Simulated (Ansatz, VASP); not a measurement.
CdSe in VASP and in Ansatz

```
Cd Se
1.0
     4.38379    0.00000    0.00000
    -2.19190    3.79648    0.00000
     0.00000    0.00000    7.15294
Cd Se
2 2
Direct
  0.66667 0.33333 0.99962
  0.33333 0.66667 0.49962
  0.66667 0.33333 0.37538
  0.33333 0.66667 0.87538
```

Alike in both runs: functional PBE; k mesh 12 × 12 × 6; occupations gaussian, width 0.02 eV; no spin polarisation.

Ansatz relaxed the structure, and its values are those at the end. VASP's run is a single point on that final structure, the one shown.

|  | VASP | Ansatz |
| --- | --- | --- |
| version | VASP 6.6.1 | Ansatz 0.2.0 |
| potentials or method | VASP PAW PBE potentials, release 64 (Cd, Se), cutoff 520 eV | scalar-relativistic, plane waves, PAW |
| valence electrons in the cell | 36 | 72 |

|  | VASP | Ansatz | Ansatz less VASP |
| --- | --- | --- | --- |
| gap on the k mesh at the Fermi level (eV) | 0.54 | 0.54 | +0.002 |
| least direct gap on the mesh (eV) | 0.54 | 0.54 | +0.002 |
| pressure (GPa) | 0.2 | 0.0 | -0.24 |

VASP's potentials hold 36 valence electrons a cell and Ansatz's 72, so a difference there can come from the potentials and not from the codes.
